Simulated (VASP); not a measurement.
# WS2 in VASP: a series of runs

WS2 is run at these levels: PBEsol; tasks: single point.

Everything below comes from runs of VASP 6.6.1. Logs are shortened: lines on timing, memory, paths and dates and some standing lists are left out, and cuts for length are marked.

## Step 1: The cell of the first run

The cell holds a slab with vacuum, 6 atoms: a = 3.146 Å, b = 3.146 Å, c = 33.907 Å, α = 90.00°, β = 90.00°, γ = 120.00°.

## Step 2: Single point, PBEsol (atoms displaced along a vibrational mode)

Contents of INCAR:

```
ALGO     = Normal         # electronic algorithm
EDIFF    = 1E-6           # SCF threshold, eV
ENCUT    = 520            # plane-wave cutoff, eV
GGA      = PS             # functional
ISIF     = 2              # what is computed and relaxed
ISMEAR   = 0              # smearing method
LASPH    = T              # aspherical terms in the spheres
LCHARG   = F              # write CHGCAR
LREAL    = F              # projectors in reciprocal space
LWAVE    = F              # write WAVECAR
NBANDS   = 35             # bands
NELM     = 60             # most SCF steps
PREC     = Accurate       # precision mode
SIGMA    = 0.05           # smearing width, eV
```

Contents of KPOINTS:

```
k-points
0
Gamma
  12 12 1
```

Contents of POSCAR:

```
WS2
1.0
    3.1457762248      0.0000000000      0.0000000000
   -1.5728881124      2.7243221253      0.0000000000
    0.0000000000      0.0000000000     33.9068421692
W S
2 4
Direct
    0.3333333333      0.6666666667      0.5000000000
    0.3333333333      0.6666666667      0.0000000000
    0.7287140355      0.3787551598      0.4537880746
    0.6666666667      0.3333333333      0.9537880746
    0.6666666667      0.3333333333      0.0462119254
    0.6046192979      0.2879115069      0.5462119254
```

Potentials or basis: VASP PAW PBE potentials, release 64 (W_sv, S).

Launch:

```console
cat potpaw_PBE.64/W_sv/POTCAR potpaw_PBE.64/S/POTCAR > POTCAR
mpirun -np 1 vasp_std > vasp.out
```

OUTCAR:

```text
EDIFF = 1E-6
   ENCUT = 520
   GGA = PS
   ISIF = 2
   ISMEAR = 0
   LASPH = T
   LREAL = F
   NELM = 60
   PREC = Accurate

 ion  position               nearest neighbor table
   1  0.333  0.667  0.500-   3 2.27   6 2.31   6 2.37   3 2.44   3 2.50   6 2.53
   2  0.333  0.667  0.000-   4 2.40   5 2.40   4 2.40   5 2.40   4 2.40   5 2.40
   3  0.729  0.379  0.454-   1 2.27   1 2.44   1 2.50
   4  0.667  0.333  0.954-   2 2.40   2 2.40   2 2.40
   5  0.667  0.333  0.046-   2 2.40   2 2.40   2 2.40
   6  0.605  0.288  0.546-   1 2.31   1 2.37   1 2.53

  LATTYP: Found a hexagonal cell.
 ALAT       =     3.1457762248
 C/A-ratio  =    10.7785296048

  Lattice vectors:

 A1 = (   3.1457762248,   0.0000000000,   0.0000000000)
 A2 = (  -1.5728881124,   2.7243221253,   0.0000000000)
 A3 = (   0.0000000000,   0.0000000000,  33.9068421692)

Analysis of symmetry for initial positions (statically):
=====================================================================
 Subroutine PRICEL returns:
 Original cell was already a primitive cell.

 Routine SETGRP: Setting up the symmetry group for a
 hexagonal supercell.

 Subroutine GETGRP returns: Found  1 space group operations
 (whereof  1 operations were pure point group operations)
 out of a pool of 24 trial point group operations.

The static configuration has the point symmetry C_1 .

Analysis of symmetry for dynamics (positions and initial velocities):
=====================================================================
 Subroutine PRICEL returns:
 Original cell was already a primitive cell.

 Routine SETGRP: Setting up the symmetry group for a
 hexagonal supercell.

 Subroutine GETGRP returns: Found  1 space group operations
 (whereof  1 operations were pure point group operations)
 out of a pool of 24 trial point group operations.

The dynamic configuration has the point symmetry C_1 .

 Subroutine INISYM returns: Found  1 space group operations
 (whereof  1 operations are pure point group operations),
 and found     1 'primitive' translations

----------------------------------------------------------------------------------------

                                     Primitive cell

  volume of cell :     290.5853

[... 95 lines left out ...]
   NELM   =     60;   NELMIN=  2; NELMDL= -5     # of ELM steps
   EDIFF  = 0.1E-05   stopping-criterion for ELM
   LREAL  =      F    real-space projection
   EDIFFG = 0.1E-04   stopping-criterion for IOM
   NSW    =      0    number of steps for IOM
   IBRION =     -1    ionic relax: 0-MD 1-quasi-New 2-CG
   NFREE  =      0    steps in history (QN), initial steepest desc. (CG)
   ISIF   =      2    stress and relaxation
   ISYM   =      2    0-nonsym 1-usesym 2-fastsym
   POTIM  = 0.5000    time-step for ionic-motion
   TEBEG  =    0.0;   TEEND  =   0.0 temperature during run
   PSTRESS=    0.0 pullay stress
   NELECT =      52.0000    total number of electrons
   NUPDOWN=      -1.0000    fix difference up-down
   EMIN   =  10.00;   EMAX   =-10.00  energy-range for DOS
   EFERMI =   0.00;   METHOD = LEGACY
   ISMEAR =     0;   SIGMA  =   0.05  broadening in eV -4-tet -1-fermi 0-gaus
   EFERMI_NEDOS =   21; number of points for ismear=-14 and -15
   IALGO  =     38    algorithm
   IMIX   =      4    mixing-type and parameters
     AMIX     =   0.40;   BMIX     =  1.00
     AMIX_MAG =   1.60;   BMIX_MAG =  1.00
  volume/ion in A,a.u.               =      48.43       326.83
  Fermi-wavevector in a.u.,A,eV,Ry     =   0.922539  1.743346 11.579622  0.851078
  Thomas-Fermi vector in A             =   2.048077
   LORBIT       =      0    0 simple, 1 ext, 2 COOP (PROOUT), +10 PAW based schemes
   GGA     = PS    functional components
   LHFCALC =     F    Hartree Fock is set to
   AEXX    =    0.0000 exact exchange contribution
   IVDW    =     0    specifies the selected vdW correction
   LEPSILON=     F    determine dielectric tensor
   LRPA    =     F    only Hartree local field effects (RPA)
 non-spin polarized calculation
 Gauss-broadening in eV      SIGMA  =   0.05
  energy-cutoff  :      520.00
  volume of cell :      290.59
 maximum number of plane-waves:      7858
   NGX = 11   NGY = 11   NGZ =127

 number of electron      51.9999996 magnetization

 Free energy of the ion-electron system (eV)
  ---------------------------------------------------
  ext. energy  EPLUGINS =         0.00000000
  ---------------------------------------------------
  free energy    TOTEN  =       -50.18370848 eV

  energy without entropy =      -50.18370848  energy(sigma->0) =      -50.18370848

 E-fermi :  -0.6871     XC(G=0):  -4.6042

 val. band max:       -1.0887761796   @ k =   0.3333   0.3333   0.0000
 cond. band min:       0.7861080556   @ k =   0.3333   0.3333   0.0000
 fundamental gap:      1.8748842352
 Fermi energy:        -0.6871405103

 k-point     1 :       0.0000    0.0000    0.0000
  band No.  band energies     occupation
      1     -75.0511      2.00000
      2     -75.0438      2.00000
      3     -39.3386      2.00000
      4     -39.3295      2.00000
      5     -39.1442      2.00000
      6     -39.1351      2.00000
[... 901 lines left out ...]
     34       3.0463      0.00000
     35       5.0753      0.00000

 [... further k-points ...]

------------------------ aborting loop because EDIFF is reached ----------------------------------------

  FORCE on cell =-STRESS in cart. coord.  units (eV):
  Direction    XX          YY          ZZ          XY          YZ          ZX
  --------------------------------------------------------------------------------------
  -------------------------------------------------------------------------------------
  Total        0.4704813      0.4633634      1.3466362      0.0260231      3.9666194      3.9670957
  in kB        2.5940558      2.5548104      7.4248426      0.1434818     21.8704383     21.8730643
  external PRESSURE =       4.1912363 kB  Pullay stress =       0.0000000 kB

 VOLUME and BASIS-vectors are now :
 -----------------------------------------------------------------------------
  energy-cutoff  :      520.00
  volume of cell :      290.59
      direct lattice vectors                 reciprocal lattice vectors
     3.145776225  0.000000000  0.000000000     0.317886566  0.183531894  0.000000000
    -1.572888112  2.724322125  0.000000000     0.000000000  0.367063788  0.000000000
     0.000000000  0.000000000 33.906842169     0.000000000  0.000000000  0.029492572

 POSITION                                       TOTAL-FORCE (eV/Angst)
 -----------------------------------------------------------------------------------
     -0.00000      1.81621     16.95342         0.516674      0.000232      0.075387
     -0.00000      1.81621      0.00000         0.000001      0.000001      0.000003
      1.69663      1.03185     15.38652        -1.524342     -1.265896     -0.464844
      1.57289      0.90811     32.33994         0.000003      0.000002     -0.020711
      1.57289      0.90811      1.56690        -0.000000     -0.000001      0.020709
      1.44914      0.78436     18.52032         1.007664      1.265662      0.389456
 -----------------------------------------------------------------------------------
    total drift:                               -0.000010     -0.000004     -0.000001

  FREE ENERGIE OF THE ION-ELECTRON SYSTEM (eV)
  ---------------------------------------------------
  free  energy   TOTEN  =       -50.1837084751 eV

  energy  without entropy=      -50.1837084751  energy(sigma->0) =      -50.18370848
```

Run time: 34 min. Hardware: 1 thread of Intel Xeon 8259CL, shared host; peak memory 0.77 GiB.

Results:

```yaml
Free_energy: -50.1837 eV
Largest_force: 2.035 eV/Å
Band_gap_on_the_k_mesh: 1.87 eV
```

Forces on the atoms (eV/Å):
```
W    0.517  0.000  0.075
W    0.000  0.000  0.000
S   -1.524 -1.266 -0.465
S    0.000  0.000 -0.021
S    0.000  0.000  0.021
S    1.008  1.266  0.389
```

Caveat: the cell differs from its parent crystal (atoms displaced along a vibrational mode); there is no dipole correction, which matters where the two faces differ; the PAW data sets were made with another functional, which shifts forces and pressure a little; spin-orbit coupling is left out, which moves the levels of the heavy elements.

## Step 3: Single point, PBEsol (atoms displaced along a vibrational mode)

Contents of INCAR:

```
ALGO = Normal
EDIFF = 1E-6
ENCUT = 520
GGA = PS
ISIF = 2
ISMEAR = 0
LASPH = T
LCHARG = F
LREAL = F
LWAVE = F
NBANDS = 35
NELM = 60
PREC = Accurate
SIGMA = 0.05
```

KPOINTS is that of step 2.

Edit POSCAR of step 2 so:

```diff
@@ -10,5 +10,5 @@
     0.3333333333      0.6666666667      0.0000000000
-    0.7287140355      0.3787551598      0.4537880746
+    0.6843944863      0.3463109980      0.4537880746
     0.6666666667      0.3333333333      0.9537880746
     0.6666666667      0.3333333333      0.0462119254
-    0.6046192979      0.2879115069      0.5462119254
+    0.6489388470      0.3203556686      0.5462119254
```

Potentials or basis: VASP PAW PBE potentials, release 64 (W_sv, S).

Launch:

```console
cat potpaw_PBE.64/W_sv/POTCAR potpaw_PBE.64/S/POTCAR > POTCAR
mpirun -np 1 vasp_std > vasp.out
```

OUTCAR:

```text
EDIFF = 1E-6
   ENCUT = 520
   GGA = PS
   ISIF = 2
   ISMEAR = 0
   LASPH = T
   LREAL = F
   NELM = 60
   PREC = Accurate

 ion  position               nearest neighbor table
   1  0.333  0.667  0.500-   3 2.36   6 2.37   6 2.39   3 2.41   3 2.43   6 2.44
   2  0.333  0.667  0.000-   4 2.40   5 2.40   4 2.40   5 2.40   4 2.40   5 2.40
   3  0.684  0.346  0.454-   1 2.36   1 2.41   1 2.43
   4  0.667  0.333  0.954-   2 2.40   2 2.40   2 2.40
   5  0.667  0.333  0.046-   2 2.40   2 2.40   2 2.40
   6  0.649  0.320  0.546-   1 2.37   1 2.39   1 2.44

  LATTYP: Found a hexagonal cell.
 ALAT       =     3.1457762248
 C/A-ratio  =    10.7785296048

  Lattice vectors:

 A1 = (   3.1457762248,   0.0000000000,   0.0000000000)
 A2 = (  -1.5728881124,   2.7243221253,   0.0000000000)
 A3 = (   0.0000000000,   0.0000000000,  33.9068421692)

Analysis of symmetry for initial positions (statically):
=====================================================================
 Subroutine PRICEL returns:
[... 182 lines left out ...]
 cond. band min:       0.7938847651   @ k =   0.3333   0.3333   0.0000
 fundamental gap:      1.9355612111
 Fermi energy:        -0.6972676322

 k-point     1 :       0.0000    0.0000    0.0000
  band No.  band energies     occupation
      1     -75.0519      2.00000
      2     -75.0513      2.00000
      3     -39.3310      2.00000
      4     -39.3303      2.00000
      5     -39.1365      2.00000
      6     -39.1357      2.00000
[... 901 lines left out ...]
     34       3.0455      0.00000
     35       5.0707      0.00000

 [... further k-points ...]

------------------------ aborting loop because EDIFF is reached ----------------------------------------

  FORCE on cell =-STRESS in cart. coord.  units (eV):
  Direction    XX          YY          ZZ          XY          YZ          ZX
  --------------------------------------------------------------------------------------
  -------------------------------------------------------------------------------------
  Total        0.1023686      0.1021885      0.1757770      0.0023377      1.1404449      1.1403896
  in kB        0.5644216      0.5634286      0.9691678      0.0128890      6.2879816      6.2876767
  external PRESSURE =       0.6990060 kB  Pullay stress =       0.0000000 kB

 VOLUME and BASIS-vectors are now :
 -----------------------------------------------------------------------------
  energy-cutoff  :      520.00
  volume of cell :      290.59
      direct lattice vectors                 reciprocal lattice vectors
     3.145776225  0.000000000  0.000000000     0.317886566  0.183531894  0.000000000
    -1.572888112  2.724322125  0.000000000     0.000000000  0.367063788  0.000000000
     0.000000000  0.000000000 33.906842169     0.000000000  0.000000000  0.029492572

 POSITION                                       TOTAL-FORCE (eV/Angst)
 -----------------------------------------------------------------------------------
     -0.00000      1.81621     16.95342         0.042403      0.000003      0.001767
     -0.00000      1.81621      0.00000         0.000001      0.000001      0.000000
      1.60824      0.94346     15.38652        -0.385132     -0.363982     -0.054753
      1.57289      0.90811     32.33994         0.000001      0.000001     -0.020750
      1.57289      0.90811      1.56690         0.000000      0.000001      0.020751
      1.53753      0.87275     18.52032         0.342728      0.363977      0.052985
 -----------------------------------------------------------------------------------
    total drift:                               -0.000004     -0.000005     -0.000003

  FREE ENERGIE OF THE ION-ELECTRON SYSTEM (eV)
  ---------------------------------------------------
  free  energy   TOTEN  =       -50.4723251194 eV

  energy  without entropy=      -50.4723251194  energy(sigma->0) =      -50.47232512
```

Run time: 14 min. Hardware: 1 thread of Intel Xeon Platinum 8488C (Sapphire Rapids), shared host; peak memory 0.76 GiB.

What came out:

```yaml
Free_energy: -50.4723 eV
Largest_force: 0.533 eV/Å
Band_gap_on_the_k_mesh: 1.94 eV
```

Forces in eV/Å, atoms in the order of the input:
```
W    0.042  0.000  0.002
W    0.000  0.000  0.000
S   -0.385 -0.364 -0.055
S    0.000  0.000 -0.021
S    0.000  0.000  0.021
S    0.343  0.364  0.053
```

Levels at points of the mesh, in eV from the valence-band top:
```tsv
k point	band 23	band 24	band 25	band 26	band 27	band 28	band 29	band 30
(0.00, 0.00, 0.00)	-1.57	-1.57	-0.14	-0.13	2.92	2.93	2.99	2.99
(0.50, 0.00, 0.00)	-1.19	-1.19	-0.97	-0.95	3.00	3.00	3.42	3.42
(0.00, 0.50, 0.00)	-1.19	-1.19	-0.97	-0.96	3.00	3.00	3.42	3.42
(0.50, 0.50, 0.00)	-1.19	-1.19	-0.97	-0.96	3.00	3.00	3.41	3.42
```

Caveat: the cell differs from its parent crystal (atoms displaced along a vibrational mode); there is no dipole correction, which matters where the two faces differ; the PAW data sets were made with another functional, which shifts forces and pressure a little; spin-orbit coupling is left out, which moves the levels of the heavy elements.
